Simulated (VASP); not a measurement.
# Hf4N (Pm-3m) in VASP: density of states with PBE

Aim: the density of states of Hf4N with PBE.

All numbers are computed with VASP 6.6.1; they aren't measurements. Logs are shortened: lines on timing, memory, paths and dates and some standing lists are left out, and cuts for length are marked.

## Step 1: The cell of the first run

The structure is cubic, space group Pm-3m (No. 221). The conventional cell has a = 4.512 Å, b = 4.512 Å, c = 4.512 Å, α = 90.00°, β = 90.00°, γ = 90.00°. Hf (site symmetry 4/mmm) has 2 N at 2.26 Å within 3.0 Å. Hf (site symmetry m-3m) has 12 Hf at 3.19 Å and 8 N at 3.91 Å within 4.2 Å. N (site symmetry m-3m) has 6 Hf at 2.26 Å within 3.0 Å.

## Step 2: Density of states, PBE

File POSCAR:

```
Hf4N
1.0
    4.5122723965      0.0000000000      0.0000000000
    0.0000000000      4.5122723965      0.0000000000
    0.0000000000      0.0000000000      4.5122723965
Hf N
4 1
Direct
    0.5000000000      0.0000000000      0.0000000000
    0.0000000000      0.5000000000      0.0000000000
    0.0000000000      0.0000000000      0.5000000000
    0.5000000000      0.5000000000      0.5000000000
    0.0000000000      0.0000000000      0.0000000000
```

File INCAR.step1:

```
PREC = Accurate ; ENCUT = 520
EDIFF = 1E-7 ; ISMEAR = 0
SIGMA = 0.1 ; LREAL = False
LASPH = True ; NELM = 80
ALGO = Normal ; ISIF = 2
LWAVE = False ; LCHARG = True
LMAXMIX = 4 ; GGA = PE
NBANDS = 30
```

File KPOINTS.step1:

```
regular mesh
0
Gamma
  8 8 8
```

File INCAR.step2:

```
PREC = Accurate ; ENCUT = 520
EDIFF = 1E-7 ; ISMEAR = -5
SIGMA = 0.1 ; LREAL = False
LASPH = True ; NELM = 80
ALGO = Normal ; ISIF = 2
LWAVE = False ; LCHARG = False
LMAXMIX = 4 ; GGA = PE
LORBIT = 11 ; NEDOS = 1001
ICHARG = 11
```

File KPOINTS.step2:

```
regular mesh
0
Gamma
  12 12 12
```

Potentials or basis: VASP PAW PBE potentials, release 64 (Hf_pv, N).

Launch:

```bash
cat potpaw_PBE.64/Hf_pv/POTCAR potpaw_PBE.64/N/POTCAR > POTCAR
cp INCAR.step1 INCAR
cp KPOINTS.step1 KPOINTS
mpirun -np 1 vasp_std > vasp.out
cp INCAR.step2 INCAR
cp KPOINTS.step2 KPOINTS
mpirun -np 1 vasp_std > vasp.out
```

OUTCAR:

```text
PREC = Accurate
   ENCUT = 520
   EDIFF = 1E-7
   ISMEAR = -5
   LREAL = False
   LASPH = True
   NELM = 80
   ISIF = 2
   GGA = PE
   LORBIT = 11
   ICHARG = 11

 ion  position               nearest neighbor table
   1  0.500  0.000  0.000-   5 2.26   5 2.26   4 3.19   2 3.19   3 3.19   4 3.19   2 3.19   4 3.19
                             4 3.19   2 3.19   3 3.19   3 3.19   3 3.19   2 3.19
   2  0.000  0.500  0.000-   5 2.26   5 2.26   4 3.19   1 3.19   3 3.19   4 3.19   1 3.19   3 3.19
                             3 3.19   3 3.19   1 3.19   4 3.19   4 3.19   1 3.19
   3  0.000  0.000  0.500-   5 2.26   5 2.26   4 3.19   1 3.19   1 3.19   2 3.19   2 3.19   2 3.19
                             4 3.19   2 3.19   1 3.19   4 3.19   1 3.19   4 3.19
   4  0.500  0.500  0.500-   1 3.19   2 3.19   3 3.19   1 3.19   2 3.19   1 3.19   3 3.19   1 3.19
                             2 3.19   3 3.19   2 3.19   3 3.19
   5  0.000  0.000  0.000-   1 2.26   2 2.26   3 2.26   3 2.26   2 2.26   1 2.26

  LATTYP: Found a simple cubic cell.
 ALAT       =     4.5122723965

  Lattice vectors:

 A1 = (   4.5122723965,   0.0000000000,   0.0000000000)
 A2 = (   0.0000000000,   4.5122723965,   0.0000000000)
 A3 = (   0.0000000000,   0.0000000000,   4.5122723965)

Analysis of symmetry for initial positions (statically):
=====================================================================
 Subroutine PRICEL returns:
 Original cell was already a primitive cell.

 Routine SETGRP: Setting up the symmetry group for a
 simple cubic supercell.

 Subroutine GETGRP returns: Found 48 space group operations
 (whereof 48 operations were pure point group operations)
 out of a pool of 48 trial point group operations.

The static configuration has the point symmetry O_h .

Analysis of symmetry for dynamics (positions and initial velocities):
=====================================================================
 Subroutine PRICEL returns:
 Original cell was already a primitive cell.

 Routine SETGRP: Setting up the symmetry group for a
 simple cubic supercell.

 Subroutine GETGRP returns: Found 48 space group operations
 (whereof 48 operations were pure point group operations)
 out of a pool of 48 trial point group operations.

The dynamic configuration has the point symmetry O_h .

 Subroutine INISYM returns: Found 48 space group operations
 (whereof 48 operations are pure point group operations),
 and found     1 'primitive' translations

----------------------------------------------------------------------------------------

                                     Primitive cell

  volume of cell :      91.8726

  direct lattice vectors                    reciprocal lattice vectors
     4.512272397  0.000000000  0.000000000     0.221617826  0.000000000  0.000000000
     0.000000000  4.512272397  0.000000000     0.000000000  0.221617826  0.000000000
     0.000000000  0.000000000  4.512272397     0.000000000  0.000000000  0.221617826

  length of vectors
     4.512272397  4.512272397  4.512272397     0.221617826  0.221617826  0.221617826

  position of ions in fractional coordinates (direct lattice)
     0.500000000  0.000000000  0.000000000
     0.000000000  0.500000000  0.000000000
     0.000000000  0.000000000  0.500000000
     0.500000000  0.500000000  0.500000000
     0.000000000  0.000000000  0.000000000

  ion indices of the primitive-cell ions
   primitive index   ion index
                 1           1
                 2           2
                 3           3
                 4           4
                 5           5

----------------------------------------------------------------------------------------

 KPOINTS: regular mesh

Automatic generation of k-mesh.
 Grid dimensions read from file:
 generate k-points for:   12   12   12

 Generating k-lattice:

  Cartesian coordinates                     Fractional coordinates (reciprocal lattice)
     0.018468152  0.000000000  0.000000000     0.083333333  0.000000000  0.000000000
     0.000000000  0.018468152  0.000000000     0.000000000  0.083333333  0.000000000
     0.000000000  0.000000000  0.018468152     0.000000000  0.000000000  0.083333333

  Length of vectors
     0.018468152  0.018468152  0.018468152

  Shift w.r.t. Gamma in fractional coordinates (k-lattice)
     0.000000000  0.000000000  0.000000000

 TETIRR: Found    854 inequivalent tetrahedra from    10368

 Subroutine IBZKPT returns following result:
 ===========================================

 Found     84 irreducible k-points:

 Following reciprocal coordinates:
            Coordinates               Weight
  0.000000  0.000000  0.000000      1.000000
  0.083333  0.000000  0.000000      6.000000
  0.166667  0.000000  0.000000      6.000000
  0.250000  0.000000  0.000000      6.000000
  0.333333  0.000000  0.000000      6.000000
  0.416667  0.000000  0.000000      6.000000
[... 16 lines left out ...]
  0.333333  0.333333  0.000000     12.000000
  0.416667  0.333333  0.000000     24.000000
 [... further k-points ...]
   k-points           NKPTS =     84   k-points in BZ     NKDIM =     84   number of bands    NBANDS=     27
   number of dos      NEDOS =   1001   number of ions     NIONS =      5
   total plane-waves  NPLWV =  46656
   dimension x,y,z NGX =    36 NGY =   36 NGZ =   36
   dimension x,y,z NGXF=    72 NGYF=   72 NGZF=   72
   ions per type =               4   1
   NGX,Y,Z   is equivalent  to a cutoff of  13.26, 13.26, 13.26 a.u.
   NGXF,Y,Z  is equivalent  to a cutoff of  26.53, 26.53, 26.53 a.u.
 SYSTEM =  unknown system
   PREC   = accura    normal or accurate (medium, high low for compatibility)
   ISTART =      0    job   : 0-new  1-cont  2-samecut
   ICHARG =     11    charge: 1-file 2-atom 10-const
   ISPIN  =      1    spin polarized calculation?
   LNONCOLLINEAR =      F non collinear calculations
   LSORBIT =      F    spin-orbit coupling
   LASPH  =      T    aspherical Exc in radial PAW
   ENCUT  =  520.0 eV  38.22 Ry    6.18 a.u.   8.39  8.39  8.39*2*pi/ulx,y,z
   NELM   =     80;   NELMIN=  2; NELMDL=  0     # of ELM steps
   EDIFF  = 0.1E-06   stopping-criterion for ELM
   LREAL  =      F    real-space projection
   EDIFFG = 0.1E-05   stopping-criterion for IOM
   NSW    =      0    number of steps for IOM
   IBRION =     -1    ionic relax: 0-MD 1-quasi-New 2-CG
   NFREE  =      0    steps in history (QN), initial steepest desc. (CG)
   ISIF   =      2    stress and relaxation
   ISYM   =      2    0-nonsym 1-usesym 2-fastsym
   POTIM  = 0.5000    time-step for ionic-motion
   TEBEG  =    0.0;   TEEND  =   0.0 temperature during run
   PSTRESS=    0.0 pullay stress
   NELECT =      45.0000    total number of electrons
   NUPDOWN=      -1.0000    fix difference up-down
   EMIN   =  10.00;   EMAX   =-10.00  energy-range for DOS
   EFERMI =   0.00;   METHOD = LEGACY
   ISMEAR =    -5;   SIGMA  =   0.10  broadening in eV -4-tet -1-fermi 0-gaus
   EFERMI_NEDOS =   21; number of points for ismear=-14 and -15
   IALGO  =     38    algorithm
   IMIX   =      4    mixing-type and parameters
     AMIX     =   0.40;   BMIX     =  1.00
     AMIX_MAG =   1.60;   BMIX_MAG =  1.00
  volume/ion in A,a.u.               =      18.37       124.00
  Fermi-wavevector in a.u.,A,eV,Ry     =   1.290477  2.438648 22.658212  1.665332
  Thomas-Fermi vector in A             =   2.422306
   LORBIT       =     11    0 simple, 1 ext, 2 COOP (PROOUT), +10 PAW based schemes
   GGA     = PE    functional components
   LHFCALC =     F    Hartree Fock is set to
   AEXX    =    0.0000 exact exchange contribution
   IVDW    =     0    specifies the selected vdW correction
   LEPSILON=     F    determine dielectric tensor
   LRPA    =     F    only Hartree local field effects (RPA)
 non-spin polarized calculation
 Fermi weights with tetrahedron method with Bloechl corrections
  energy-cutoff  :      520.00
  volume of cell :       91.87
 maximum number of plane-waves:      2517
 NGX is ok and might be reduce to    36

 number of electron      44.9999995 magnetization

 Free energy of the ion-electron system (eV)
  ---------------------------------------------------
  ext. energy  EPLUGINS =         0.00000000
  ---------------------------------------------------
  free energy    TOTEN  =       -51.58865527 eV

  energy without entropy =      -51.58865527  energy(sigma->0) =      -51.58865527

 E-fermi :   5.1168     XC(G=0): -11.5663

 val. band max:        5.1399104508   @ k =   0.4167   0.4167   0.3333
 cond. band min:       5.0907815122   @ k =   0.4167   0.2500   0.0000
 fundamental gap:     -0.0491289386
 Fermi energy:         5.1168301708

 k-point     1 :       0.0000    0.0000    0.0000
  band No.  band energies     occupation
      1     -25.5653      2.00000
      2     -25.5653      2.00000
      3     -25.5653      2.00000
      4     -25.1365      2.00000
      5     -25.1365      2.00000
      6     -25.1365      2.00000
[... 19 lines left out ...]
     26       9.0107      0.00000
     27       9.0130      0.00000

 k-point     2 :       0.0833    0.0000    0.0000
  band No.  band energies     occupation
      1     -25.5583      2.00000
      2     -25.5583      2.00000
      3     -25.5552      2.00000
      4     -25.1388      2.00000
      5     -25.1388      2.00000
      6     -25.1372      2.00000
[... 19 lines left out ...]
     26       8.4751      0.00000
     27       8.8230      0.00000

 k-point     3 :       0.1667    0.0000    0.0000
  band No.  band energies     occupation
      1     -25.5376      2.00000
      2     -25.5376      2.00000
      3     -25.5255      2.00000
      4     -25.1513      2.00000
      5     -25.1513      2.00000
      6     -25.1390      2.00000
[... 19 lines left out ...]
     26       7.7284      0.00000
     27       8.3718      0.00000

 k-point     4 :       0.2500    0.0000    0.0000
  band No.  band energies     occupation
      1     -25.5050      2.00000
      2     -25.5050      2.00000
      3     -25.4776      2.00000
      4     -25.1802      2.00000
      5     -25.1802      2.00000
      6     -25.1415      2.00000
[... 19 lines left out ...]
     26       6.9979      0.00000
     27       7.8990      0.00000

 k-point     5 :       0.3333    0.0000    0.0000
  band No.  band energies     occupation
      1     -25.4636      2.00000
      2     -25.4636      2.00000
      3     -25.4144      2.00000
      4     -25.2210      2.00000
      5     -25.2210      2.00000
      6     -25.1439      2.00000
[... 19 lines left out ...]
     26       6.8134      0.00000
     27       7.7420      0.00000

 k-point     6 :       0.4167    0.0000    0.0000
  band No.  band energies     occupation
      1     -25.4199      2.00000
      2     -25.4199      2.00000
      3     -25.3413      2.00000
      4     -25.2650      2.00000
      5     -25.2650      2.00000
      6     -25.1871      2.00000
[... 444 lines left out ...]
      1     -25.5009      2.00000
      2     -25.3662      2.00000
      3     -25.3581      2.00000
      4     -25.3396      2.00000
      5     -25.2327      2.00000
      6     -25.2230      2.00000
[... 19 lines left out ...]
     26       7.0122      0.00000
     27       7.0251      0.00000

 k-point    22 :       0.5000    0.2500    0.0000
  band No.  band energies     occupation
      1     -25.4971      2.00000
      2     -25.3686      2.00000
      3     -25.3423      2.00000
      4     -25.2905      2.00000
      5     -25.2880      2.00000
      6     -25.2465      2.00000
[... 19 lines left out ...]
     26       6.9229      0.00000
     27       6.9435      0.00000

 k-point    23 :       0.3333    0.3333    0.0000
  band No.  band energies     occupation
      1     -25.5210      2.00000
      2     -25.3697      2.00000
      3     -25.3681      2.00000
      4     -25.3619      2.00000
      5     -25.2230      2.00000
      6     -25.1713      2.00000
[... 19 lines left out ...]
     26       6.9640      0.00000
     27       7.4640      0.00000

 k-point    24 :       0.4167    0.3333    0.0000
  band No.  band energies     occupation
      1     -25.5282      2.00000
      2     -25.3834      2.00000
      3     -25.3454      2.00000
      4     -25.3289      2.00000
      5     -25.2712      2.00000
      6     -25.1968      2.00000
[... 19 lines left out ...]
     26       6.7514      0.00000
     27       7.4421      0.00000

 [... further k-points ...]

------------------------ aborting loop because EDIFF is reached ----------------------------------------

  FORCE on cell =-STRESS in cart. coord.  units (eV):
  Direction    XX          YY          ZZ          XY          YZ          ZX
  --------------------------------------------------------------------------------------
  -------------------------------------------------------------------------------------
  Total       -0.5667111     -0.5667111     -0.5667111      0.0000000     -0.0000000     -0.0000000
  in kB       -9.8829441     -9.8829441     -9.8829441      0.0000000     -0.0000000     -0.0000000
  external PRESSURE =      -9.8829441 kB  Pullay stress =       0.0000000 kB

 VOLUME and BASIS-vectors are now :
 -----------------------------------------------------------------------------
  energy-cutoff  :      520.00
  volume of cell :       91.87
      direct lattice vectors                 reciprocal lattice vectors
     4.512272397  0.000000000  0.000000000     0.221617826  0.000000000  0.000000000
     0.000000000  4.512272397  0.000000000     0.000000000  0.221617826  0.000000000
     0.000000000  0.000000000  4.512272397     0.000000000  0.000000000  0.221617826

 POSITION                                       TOTAL-FORCE (eV/Angst)
 -----------------------------------------------------------------------------------
      2.25614      0.00000      0.00000         0.000000      0.000000      0.000000
      0.00000      2.25614      0.00000         0.000000      0.000000      0.000000
      0.00000      0.00000      2.25614         0.000000      0.000000      0.000000
      2.25614      2.25614      2.25614         0.000000      0.000000      0.000000
      0.00000      0.00000      0.00000         0.000000      0.000000      0.000000
 -----------------------------------------------------------------------------------
    total drift:                                0.000000      0.000000     -0.000000

  FREE ENERGIE OF THE ION-ELECTRON SYSTEM (eV)
  ---------------------------------------------------
  free  energy   TOTEN  =       -51.5886552712 eV

  energy  without entropy=      -51.5886552712  energy(sigma->0) =      -51.58865527

 total charge

# of ion       s       p       d       tot
------------------------------------------
    1        0.348   6.450   1.605   8.404
    2        0.348   6.450   1.605   8.404
    3        0.348   6.450   1.605   8.404
    4        0.370   6.410   1.542   8.323
    5        1.243   2.485   0.000   3.728
--------------------------------------------------
tot          2.657  28.246   6.358  37.262
```

It took 98 s on 1 thread of Intel Xeon 6975P-C (Granite Rapids), shared host; peak memory 0.31 GiB.

Results:

```yaml
Valence_electrons_inside_the_program's_atomic_spheres: Hf 8.40, 8.32; N 3.73
```

Caveat: spin-orbit coupling is left out, which moves the levels of the heavy elements; tetrahedron occupations give inexact forces and stress in metals.
